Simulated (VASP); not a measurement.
Set up this calculation in VASP 6.6.1, as the native input.

```
Task                   : single point
Functional             : PBE
Potentials or basis    : VASP PAW PBE potentials, release 64 (Al, Ti_sv)
Cutoff                 : 520 eV
k mesh                 : 2 × 2 × 2, shifted
Occupations            : gaussian, width 0.1 eV
Spin                   : no spin polarisation
Dipole correction      : no
Further INCAR settings : LREAL = Auto; ALGO = Fast; EDIFF = 1e-06; NBANDS = 92; ISYM = 0
```

The structure of Ti3Al lies in POSCAR:

```
Ti3Al
1.0
   -4.0324388826      4.0346302155     -4.0122527529
    4.0324150101      4.1217736453      4.0994200551
    4.1195381341     -4.1217975178     -4.1865193067
Al Ti
4 12
Direct
    0.4965968368      0.7497844118      0.7412392859
    0.7532607726      0.0066423385      0.2531201127
    0.7531476328      0.7497999919      0.5079186086
    0.4964026541      0.4929250733      0.9962521190
    0.2506248150      1.0011901182      0.7502907977
    1.0018459668      0.2462508935      0.7470562207
    0.4935660419      0.0017769385      0.4923485715
    0.7563372383      0.4978357023      0.7568268269
    0.2479155171      0.2532003102      0.5020708251
   -0.0007969958      0.4983442403      0.4989641747
    0.5050694255      0.2531253816      0.2503692250
    1.0083867623      1.0016534331      1.0087250467
    0.2414762670      0.4977271242      0.2404536320
    1.0021351360      0.7498471812      0.2492296989
    0.7447528153      0.2465363967      0.9988045984
    0.2474737612      0.7496320435      0.0001590612
```

One way to write it, as run:

INCAR

```
SYSTEM = Ti3Al
PREC = Accurate
ENCUT = 520
EDIFF = 1E-6
ISMEAR = 0
SIGMA = 0.1
LREAL = Auto
LASPH = .TRUE.
NELM = 100
ALGO = Fast
ISIF = 2
LWAVE = .FALSE.
LCHARG = .FALSE.
GGA = PE
ISYM = 0
NBANDS = 92
```

KPOINTS

```
Automatic mesh
0
Gamma
  2 2 2
  0.5 0.5 0.5
```

Potentials or basis: VASP PAW PBE potentials, release 64 (Al, Ti_sv).

The run is started by

```console
$ cat potpaw_PBE.64/Al/POTCAR potpaw_PBE.64/Ti_sv/POTCAR > POTCAR
$ mpirun -np 1 vasp_std > vasp.out
```

Results of the run:

```json
{
  "Pressure": "-0.1 GPa",
  "Largest force": "0.058 eV/Å",
  "Band gap on the k mesh": "zero (bands 78 and 79 overlap by 0.07 eV)"
}
```

Caveat: the k points lie up to 0.55 Å⁻¹ apart.

Wall time 15 min on 1 thread of Intel(R) Xeon(R) Platinum 8259CL CPU @ 2.50GHz (Skylake/Cascade Lake), on a shared host, peak memory 0.42 GiB.
